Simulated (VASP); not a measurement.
# Al (Fm-3m) in VASP: notebook, part 2 of 2

VASP 6.6.1.

### 4 Relaxation of cell and atoms, PBE

The input, INCAR:

```
ALGO = Normal ; EDIFF = 1E-7
EDIFFG = -0.005 ; ENCUT = 600
GGA = PE ; IBRION = 2
ISIF = 3 ; ISMEAR = 0
LASPH = True ; LCHARG = False
LREAL = False ; LWAVE = False
NELM = 80 ; NSW = 100
PREC = Accurate ; SIGMA = 0.1
```

The input, KPOINTS:

```
k-points
0
Gamma
  18 18 18
```

The input, POSCAR:

```
Al
1.0
    0.0000000000      2.0239800000      2.0239800000
    2.0239800000      0.0000000000      2.0239800000
    2.0239800000      2.0239800000      0.0000000000
Al
1
Direct
    0.0000000000      0.0000000000      0.0000000000
```

Potentials or basis: VASP PAW PBE potentials, release 64 (Al).

Launch:

```bash
cat potpaw_PBE.64/Al/POTCAR > POTCAR
mpirun -np 1 vasp_std > vasp.out
```

OUTCAR:

```text
EDIFF = 1E-7
   EDIFFG = -0.005
   ENCUT = 600
   GGA = PE
   IBRION = 2
   ISIF = 3
   ISMEAR = 0
   LASPH = True
   LREAL = False
   NELM = 80
   NSW = 100
   PREC = Accurate

 ion  position               nearest neighbor table
   1  0.000  0.000  0.000-

  LATTYP: Found a face centered cubic cell.
 ALAT       =     4.0479600000

  Lattice vectors:

 A1 = (   0.0000000000,   2.0239800000,   2.0239800000)
 A2 = (   2.0239800000,   0.0000000000,   2.0239800000)
 A3 = (   2.0239800000,   2.0239800000,   0.0000000000)

Analysis of symmetry for initial positions (statically):
=====================================================================
 Subroutine PRICEL returns:
 Original cell was already a primitive cell.

 Routine SETGRP: Setting up the symmetry group for a
 face centered cubic supercell.

 Subroutine GETGRP returns: Found 48 space group operations
 (whereof 48 operations were pure point group operations)
 out of a pool of 48 trial point group operations.

The static configuration has the point symmetry O_h .

Analysis of symmetry for dynamics (positions and initial velocities):
[... 161 lines left out ...]

  FORCE on cell =-STRESS in cart. coord.  units (eV):
  Direction    XX          YY          ZZ          XY          YZ          ZX
  --------------------------------------------------------------------------------------
  -------------------------------------------------------------------------------------
  Total       -0.0421030     -0.0421030     -0.0421030     -0.0000000      0.0000000      0.0000000
  in kB       -4.0679409     -4.0679409     -4.0679409     -0.0000000      0.0000000      0.0000000
  external PRESSURE =      -4.0679409 kB  Pullay stress =       0.0000000 kB
[... 57 lines left out ...]
--------------------------------------- Ionic step        3  -------------------------------------------

 number of electron       3.0000000 magnetization

 Free energy of the ion-electron system (eV)
  ---------------------------------------------------
  ext. energy  EPLUGINS =         0.00000000
  ---------------------------------------------------
  free energy    TOTEN  =        -3.74460839 eV

  energy without entropy =       -3.74168124  energy(sigma->0) =       -3.74314481

 E-fermi :   7.9956     XC(G=0): -10.1981

 val. band max:        7.9890488270   @ k =  -0.2778   0.2778   0.0556
 cond. band min:       7.9961466981   @ k =  -0.2778   0.5000   0.2222
 fundamental gap:      0.0070978711
 Fermi energy:         7.9956248823

 k-point     1 :       0.0000    0.0000    0.0000
  band No.  band energies     occupation
      1      -3.1329      2.00000
      2      20.6259      0.00000
      3      20.6259      0.00000
      4      20.6259      0.00000
      5      22.1210      0.00000
[... 177 lines left out ...]
 k-point    24 :      -0.2222    0.0556    0.0000
  band No.  band energies     occupation
      1      -1.4912      2.00000
      2      11.8462      0.00000
      3      17.2917      0.00000
      4      20.1440      0.00000
      5      21.8899      0.00000

 [... further k-points ...]
[... 5 lines left out ...]
  --------------------------------------------------------------------------------------
  -------------------------------------------------------------------------------------
  Total        0.0001536      0.0001536      0.0001536      0.0000000      0.0000000     -0.0000000
  in kB        0.0149223      0.0149223      0.0149223      0.0000000      0.0000000     -0.0000000
  external PRESSURE =       0.0149223 kB  Pullay stress =       0.0000000 kB
[... 16 lines left out ...]
  FREE ENERGIE OF THE ION-ELECTRON SYSTEM (eV)
  ---------------------------------------------------
  free  energy   TOTEN  =        -3.7446083862 eV

  energy  without entropy=       -3.7416812429  energy(sigma->0) =       -3.74314481

 reached required accuracy - stopping structural energy minimisation
```

OSZICAR:

```text
N       E                     dE             d eps       ncg     rms          rms(c)
DAV:   1    -0.144650444471E+01   -0.14465E+01   -0.89540E+02  1995   0.370E+02
DAV:   2    -0.374020472452E+01   -0.22937E+01   -0.21067E+01  2460   0.324E+01
DAV:   3    -0.376672666103E+01   -0.26522E-01   -0.22934E-01  2630   0.372E+00
[... 16 lines left out ...]
       N       E                     dE             d eps       ncg     rms          rms(c)
DAV:   1    -0.374460874664E+01   -0.22623E-05   -0.24011E-05  2475   0.310E-02    0.411E-03
DAV:   2    -0.374460857228E+01    0.17436E-06   -0.15269E-07  2000   0.346E-03    0.157E-03
DAV:   3    -0.374460841901E+01    0.15327E-06   -0.23032E-08  1180   0.102E-03    0.391E-04
DAV:   4    -0.374460838616E+01    0.32847E-07   -0.30252E-09  1075   0.415E-04
   3 F= -.37446084E+01 E0= -.37431448E+01  d E =-.114827E-03
```

CONTCAR:

```text
Al
   1.00000000000000
    -0.0000000000000000    2.0203407087884906    2.0203407087884906
     2.0203407087884906    0.0000000000000000    2.0203407087884906
     2.0203407087884906    2.0203407087884906   -0.0000000000000000
  Al
     1
Direct
     0.0000000000000000    0.0000000000000000    0.0000000000000000

  0.00000000E+00  0.00000000E+00  0.00000000E+00
```

Wall time 7.5 s (1 thread of Intel Xeon 6975P-C (Granite Rapids), shared host); peak memory 0.14 GiB.

What came out:

```yaml
Free_energy: -3.7446 eV
Relaxed_volume: 16.49 Å³/atom
Relaxed_cell: a = 2.857 Å, b = 2.857 Å, c = 2.857 Å, α = 60.00°, β = 60.00°, γ = 60.00°
Space_group_after_relaxing_to_0.05_Å: Fm-3m (No. 225)
Energy_gained_by_relaxing: 0.1 meV/atom
Ionic_steps: 3
Pressure_after_relaxing: 0.0 GPa
```

Step by step:
```csv
step,energy change (eV),largest force (eV/Å),pressure (GPa),volume (Å³)
1,0.0000,0.0000,-0.41,16.58
2,-0.0001,0.0000,0.06,16.48
3,-0.0001,0.0000,0.00,16.49
```

Final structure:
```cif
data_structure
_symmetry_space_group_name_H-M 'P 1'
_symmetry_Int_Tables_number 1
_cell_length_a 2.8572
_cell_length_b 2.8572
_cell_length_c 2.8572
_cell_angle_alpha 60.000
_cell_angle_beta 60.000
_cell_angle_gamma 60.000
_cell_volume 16.49
loop_
_atom_site_label
_atom_site_type_symbol
_atom_site_fract_x
_atom_site_fract_y
_atom_site_fract_z
_atom_site_occupancy
Al1 Al 0.00000 0.00000 0.00000 1
```

Levels at points of the mesh, in eV from the Fermi level:
```csv
k point,band 1,band 2,band 3,band 4
"(0.00, 0.00, 0.00)",-11.13,12.63,12.63,12.63
"(0.50, 0.00, 0.00)",-4.59,-4.37,11.42,11.42
"(0.50, 0.50, 0.00)",-2.92,-1.59,5.27,5.61
```

### 5 Single point, PBE

This run uses another cell than the first one, of 16.49 Å³/atom, 0.995 times its volume.

The input, INCAR:

```
SYSTEM = Al
PREC = Accurate
ENCUT = 520
EDIFF = 1E-6
ISMEAR = 0
SIGMA = 0.1
LREAL = .False.
LASPH = .True.
NELM = 100
ALGO = Fast
ISIF = 2
LWAVE = .False.
LCHARG = .True.
GGA = PE
LELF = .True.
LVHAR = .True.
NBANDS = 8
ISYM = 0
```

The input, KPOINTS:

```
Automatic mesh
0
Gamma
  12 12 17
  0 0 0
```

The input, POSCAR:

```
Al
1.0
    2.8571513840      0.0000000000      0.0000000000
    0.0000000000      2.8571513840      0.0000000000
    1.4285756920      1.4285756920      2.0203111185
Al
1
Direct
    0.0000000000      0.0000000000      0.0000000000
```

Launch:

```bash
cat potpaw_PBE.64/Al/POTCAR > POTCAR
mpirun -np 1 vasp_std > vasp.out
```

Run time: 38 s. Hardware: 1 thread of Intel Xeon 6975P-C (Granite Rapids), shared host; peak memory 0.25 GiB.

The run converged, but its numbers aren't listed here, since they failed a check.

### 6 Single point, PBE

This run uses another cell than the first one, of 16.49 Å³/atom, 0.995 times its volume.

The input, INCAR:

```
SYSTEM = Al
PREC = Accurate
ENCUT = 520
EDIFF = 1E-7
ISMEAR = 0
SIGMA = 0.1
LREAL = .FALSE.
LASPH = .TRUE.
NELM = 80
ALGO = Normal
ISIF = 2
LWAVE = .FALSE.
LCHARG = .FALSE.
GGA = PE
ISYM = 0
NBANDS = 8
```

The input, KPOINTS:

```
Automatic mesh
0
G
  12 12 15
  0 0 0
```

The input, POSCAR:

```
Al
1.0
    2.8571513840      0.0000000000      0.0000000000
   -1.4285756920      2.4743656810      0.0000000000
    1.4285756920      0.8247885603      2.3328543362
Al
1
Direct
    0.0000000000      0.0000000000      0.0000000000
```

Potentials or basis: VASP PAW PBE potentials, release 64 (Al).

Launch:

```bash
cat potpaw_PBE.64/Al/POTCAR > POTCAR
mpirun -np 1 vasp_std > vasp.out
```

OUTCAR:

```text
SYSTEM = Al
   PREC = Accurate
   ENCUT = 520
   EDIFF = 1E-7
   ISMEAR = 0
   LREAL = .FALSE.
   LASPH = .TRUE.
   NELM = 80
   ISIF = 2
   GGA = PE
   ISYM = 0

 ion  position               nearest neighbor table
   1  0.000  0.000  0.000-

IMPORTANT INFORMATION: All symmetrisations will be switched off!
NOSYMM: (Re-)initialisation of all symmetry stuff for point group C_1.

----------------------------------------------------------------------------------------

                                     Primitive cell

  volume of cell :      16.4924

  direct lattice vectors                    reciprocal lattice vectors
     2.857151384  0.000000000  0.000000000     0.349998955  0.202071991 -0.285772950
    -1.428575692  2.474365681  0.000000000     0.000000000  0.404143982 -0.142886475
     1.428575692  0.824788560  2.332854336     0.000000000  0.000000000  0.428659426

  length of vectors
     2.857151384  2.857151384  2.857151384     0.494973270  0.428659426  0.428659426

  position of ions in fractional coordinates (direct lattice)
     0.000000000  0.000000000  0.000000000

  ion indices of the primitive-cell ions
   primitive index   ion index
                 1           1

----------------------------------------------------------------------------------------

 KPOINTS: Automatic mesh

Automatic generation of k-mesh.
 Grid dimensions read from file:
 generate k-points for:   12   12   15

 Generating k-lattice:

  Cartesian coordinates                     Fractional coordinates (reciprocal lattice)
     0.029166580  0.016839333 -0.023814413     0.083333333 -0.000000000 -0.000000000
     0.000000000  0.033678665 -0.011907206     0.000000000  0.083333333 -0.000000000
     0.000000000  0.000000000  0.028577295     0.000000000  0.000000000  0.066666667

  Length of vectors
     0.041247772  0.035721619  0.028577295

  Shift w.r.t. Gamma in fractional coordinates (k-lattice)
     0.000000000  0.000000000  0.000000000

 -----------------------------------------------------------------------------
|                                                                             |
|           W    W    AA    RRRRR   N    N  II  N    N   GGGG   !!!           |
|           W    W   A  A   R    R  NN   N  II  NN   N  G    G  !!!           |
|           W    W  A    A  R    R  N N  N  II  N N  N  G       !!!           |
|           W WW W  AAAAAA  RRRRR   N  N N  II  N  N N  G  GGG   !            |
|           WW  WW  A    A  R   R   N   NN  II  N   NN  G    G                |
|           W    W  A    A  R    R  N    N  II  N    N   GGGG   !!!           |
|                                                                             |
|     Your reciprocal lattice and k-lattice belong to different lattice       |
|     classes:                                                                |
|                                                                             |
|        The reciprocal lattice is body-centered cubic,                       |
|        whereas your k-lattice is base-centered monoclinic.                  |
|                                                                             |
|     Results are often still useful ...                                      |
|                                                                             |
 -----------------------------------------------------------------------------

 WARNING: IBZKPT: internal override: KBLOWUP is changed to .FALSE.
      ... skipping the blow-up phase ...

 Subroutine IBZKPT returns following result:
 ===========================================

 Found   1082 irreducible k-points:

 Following reciprocal coordinates:
            Coordinates               Weight
  0.000000  0.000000  0.000000      1.000000
  0.083333  0.000000  0.000000      2.000000
  0.166667  0.000000  0.000000      2.000000
  0.250000  0.000000  0.000000      2.000000
  0.333333 -0.000000 -0.000000      2.000000
  0.416667  0.000000  0.000000      2.000000
[... 16 lines left out ...]
  0.250000  0.166667  0.000000      2.000000
  0.333333  0.166667 -0.000000      2.000000
 [... further k-points ...]
   k-points           NKPTS =   1082   k-points in BZ     NKDIM =   1082   number of bands    NBANDS=      8
   number of dos      NEDOS =    301   number of ions     NIONS =      1
   total plane-waves  NPLWV =  13824
   dimension x,y,z NGX =    24 NGY =   24 NGZ =   24
   dimension x,y,z NGXF=    48 NGYF=   48 NGZF=   48
   ions per type =               1
   NGX,Y,Z   is equivalent  to a cutoff of  13.96, 13.96, 13.96 a.u.
   NGXF,Y,Z  is equivalent  to a cutoff of  27.93, 27.93, 27.93 a.u.
 SYSTEM =  Al
   PREC   = accura    normal or accurate (medium, high low for compatibility)
   ISTART =      0    job   : 0-new  1-cont  2-samecut
   ICHARG =      2    charge: 1-file 2-atom 10-const
   ISPIN  =      1    spin polarized calculation?
   LNONCOLLINEAR =      F non collinear calculations
   LSORBIT =      F    spin-orbit coupling
   LASPH  =      T    aspherical Exc in radial PAW
   ENCUT  =  520.0 eV  38.22 Ry    6.18 a.u.   5.31  5.31  5.31*2*pi/ulx,y,z
   NELM   =     80;   NELMIN=  2; NELMDL= -5     # of ELM steps
   EDIFF  = 0.1E-06   stopping-criterion for ELM
   LREAL  =      F    real-space projection
   EDIFFG = 0.1E-05   stopping-criterion for IOM
   NSW    =      0    number of steps for IOM
   IBRION =     -1    ionic relax: 0-MD 1-quasi-New 2-CG
   NFREE  =      0    steps in history (QN), initial steepest desc. (CG)
   ISIF   =      2    stress and relaxation
   ISYM   =      0    0-nonsym 1-usesym 2-fastsym
   POTIM  = 0.5000    time-step for ionic-motion
   TEBEG  =    0.0;   TEEND  =   0.0 temperature during run
   PSTRESS=    0.0 pullay stress
   NELECT =       3.0000    total number of electrons
   NUPDOWN=      -1.0000    fix difference up-down
   EMIN   =  10.00;   EMAX   =-10.00  energy-range for DOS
   EFERMI =   0.00;   METHOD = LEGACY
   ISMEAR =     0;   SIGMA  =   0.10  broadening in eV -4-tet -1-fermi 0-gaus
   EFERMI_NEDOS =   21; number of points for ismear=-14 and -15
   IALGO  =     38    algorithm
   IMIX   =      4    mixing-type and parameters
     AMIX     =   0.40;   BMIX     =  1.00
     AMIX_MAG =   1.60;   BMIX_MAG =  1.00
  volume/ion in A,a.u.               =      16.49       111.30
  Fermi-wavevector in a.u.,A,eV,Ry     =   0.927585  1.752881 11.706639  0.860414
  Thomas-Fermi vector in A             =   2.053670
   LORBIT       =      0    0 simple, 1 ext, 2 COOP (PROOUT), +10 PAW based schemes
   GGA     = PE    functional components
   LHFCALC =     F    Hartree Fock is set to
   AEXX    =    0.0000 exact exchange contribution
   IVDW    =     0    specifies the selected vdW correction
   LEPSILON=     F    determine dielectric tensor
   LRPA    =     F    only Hartree local field effects (RPA)
 non-spin polarized calculation
 Gauss-broadening in eV      SIGMA  =   0.10
  energy-cutoff  :      520.00
  volume of cell :       16.49
 maximum number of plane-waves:       459
 NGX is ok and might be reduce to    24
   NGX = 11   NGY = 11   NGZ = 11

 number of electron       3.0000000 magnetization

 Free energy of the ion-electron system (eV)
  ---------------------------------------------------
  ext. energy  EPLUGINS =         0.00000000
  ---------------------------------------------------
  free energy    TOTEN  =        -3.75271957 eV

  energy without entropy =       -3.75119781  energy(sigma->0) =       -3.75195869

 E-fermi :   7.9952     XC(G=0): -10.1983

 val. band max:        7.9929983378   @ k =   0.3333   0.4167   0.0667
 cond. band min:       8.0000509558   @ k =   0.2500  -0.3333   0.4667
 fundamental gap:      0.0070526180
 Fermi energy:         7.9951963780

 k-point     1 :       0.0000    0.0000    0.0000
  band No.  band energies     occupation
      1      -3.1328      2.00000
      2      20.6262      0.00000
      3      20.6266      0.00000
      4      20.6269      0.00000
      5      22.1218      0.00000
      6      22.1220      0.00000
      7      22.1224      0.00000
      8      24.4736      0.00000
[... 243 lines left out ...]
 k-point    24 :       0.3333    0.1667   -0.0000
  band No.  band energies     occupation
      1       3.4875      2.00000
      2       9.0335      0.00000
      3       9.5135      0.00000
      4      14.2467      0.00000
      5      15.7518      0.00000
      6      20.9414      0.00000
      7      29.5998      0.00000
      8      32.0015      0.00000

 [... further k-points ...]
[... 5 lines left out ...]
  --------------------------------------------------------------------------------------
  -------------------------------------------------------------------------------------
  Total        0.1198723      0.1033682     -0.2141940      0.0142928     -0.0126562     -0.0219212
  in kB       11.6451368     10.0418259    -20.8081325      1.3884945     -1.2295024     -2.1295608
  external PRESSURE =       0.2929434 kB  Pullay stress =       0.0000000 kB

 VOLUME and BASIS-vectors are now :
 -----------------------------------------------------------------------------
  energy-cutoff  :      520.00
  volume of cell :       16.49
      direct lattice vectors                 reciprocal lattice vectors
     2.857151384  0.000000000  0.000000000     0.349998955  0.202071991 -0.285772950
    -1.428575692  2.474365681  0.000000000     0.000000000  0.404143982 -0.142886475
     1.428575692  0.824788560  2.332854336     0.000000000  0.000000000  0.428659426

 POSITION                                       TOTAL-FORCE (eV/Angst)
 -----------------------------------------------------------------------------------
      0.00000      0.00000      0.00000         0.000000     -0.000000     -0.000000
 -----------------------------------------------------------------------------------
    total drift:                                0.000000     -0.000000     -0.000000

  FREE ENERGIE OF THE ION-ELECTRON SYSTEM (eV)
  ---------------------------------------------------
  free  energy   TOTEN  =        -3.7527195688 eV

  energy  without entropy=       -3.7511978134  energy(sigma->0) =       -3.75195869
```

OSZICAR:

```text
N       E                     dE             d eps       ncg     rms          rms(c)
DAV:   1    -0.237463567297E+01   -0.23746E+01   -0.86122E+02 17336   0.204E+02
DAV:   2    -0.376836495100E+01   -0.13937E+01   -0.13606E+01 23976   0.187E+01
DAV:   3    -0.377515705774E+01   -0.67921E-02   -0.67889E-02 22408   0.146E+00
DAV:   4    -0.377517346152E+01   -0.16404E-04   -0.16404E-04 27080   0.634E-02
DAV:   5    -0.377517350635E+01   -0.44829E-07   -0.44070E-07 22728   0.177E-03    0.130E+00
DAV:   6    -0.376219594140E+01    0.12978E-01   -0.16446E-03 23152   0.193E-01    0.756E-01
DAV:   7    -0.375272640375E+01    0.94695E-02   -0.49460E-03 22528   0.314E-01    0.147E-01
DAV:   8    -0.375272148513E+01    0.49186E-05   -0.13309E-05 24624   0.260E-02    0.857E-03
DAV:   9    -0.375271995432E+01    0.15308E-05   -0.82355E-07 24880   0.401E-03    0.677E-04
DAV:  10    -0.375271960526E+01    0.34906E-06   -0.36461E-09 22624   0.418E-04    0.278E-04
DAV:  11    -0.375271956876E+01    0.36500E-07   -0.13328E-10 12560   0.681E-05
   1 F= -.37527196E+01 E0= -.37519587E+01  d E =-.152176E-02
```

Run time: 35 s. Hardware: 1 thread of Intel Xeon 6975P-C (Granite Rapids), shared host; peak memory 0.23 GiB.

The run converged, but its numbers aren't listed here, since they failed a check.

### 7 The runs side by side

| task | cell | k mesh | cutoff (eV) | gap on the mesh (eV) | pressure (GPa) |
| --- | --- | --- | --- | --- | --- |
| single point | a = 2.862 Å, angles 60.0°, 1 atom | 8 × 8 × 8 | 520 | none | -0.4 |
| single point | a = 2.857 Å, angles 60.0°, 1 atom | 18 × 18 × 18 | 520 | none | 0.0 |
| relaxation of cell and atoms | relaxed from a = 2.862 Å, angles 60.0°, 1 atom | 18 × 18 × 18 | 600 | none | 0.0 |

Alike in all rows: level PBE; potentials or basis VASP PAW PBE potentials, release 64 (Al); no spin polarisation; smearing gaussian 0.1 eV.

Total energies depend on the potentials used, so only differences within one code and one set of settings carry meaning.
